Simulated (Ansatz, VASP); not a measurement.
# One calculation of Cr, two programs

```
Cr
1.0
     0.00000    2.93798    0.00000
     2.93798    0.00000    0.00000
     2.93798    2.93798   -2.93798
Cr
2
Direct
  0.00000 0.00000 0.00000
  0.00000 0.00000 0.50000
```

Alike in both runs: task single point; functional r2SCAN; k mesh 20 × 20 × 10; occupations gaussian, width 0.05 eV; collinear spin.

|  | VASP | Ansatz |
| --- | --- | --- |
| version | VASP 6.6.1 | Ansatz 0.2.0 |
| potentials or method | VASP PAW PBE potentials, release 64 (Cr_pv), cutoff 520 eV | scalar-relativistic, plane waves, PAW |
| valence electrons in the cell | 24 | 28 |

Ansatz gave:

| Property | Result |
| --- | --- |
| gap on the k mesh at the Fermi level (eV) | none |
| pressure (GPa) | 2.7 |
| net moment per atom (μB) | 0.00 |
| size of the moment on the site where the two differ most (μB) | 2.41 |

Question: What did VASP give for the same quantities?

Answer: gap on the k mesh at the Fermi level (eV): none; pressure (GPa): 3.2; net moment per atom (μB): 0.00; size of the moment on the site where the two differ most (μB): 2.59.

VASP's potentials were made for PBE, not for r2SCAN. Site moments also hang on the region over which each program counts them. A gap of «none» marks a metal or a gap that the smearing closes. With one functional, cell and mesh, what is left measures potentials, basis and numerics. VASP's potentials hold 24 valence electrons a cell and Ansatz's 28, so a difference there can come from the potentials and not from the codes. Ansatz's warnings: stability check not made.
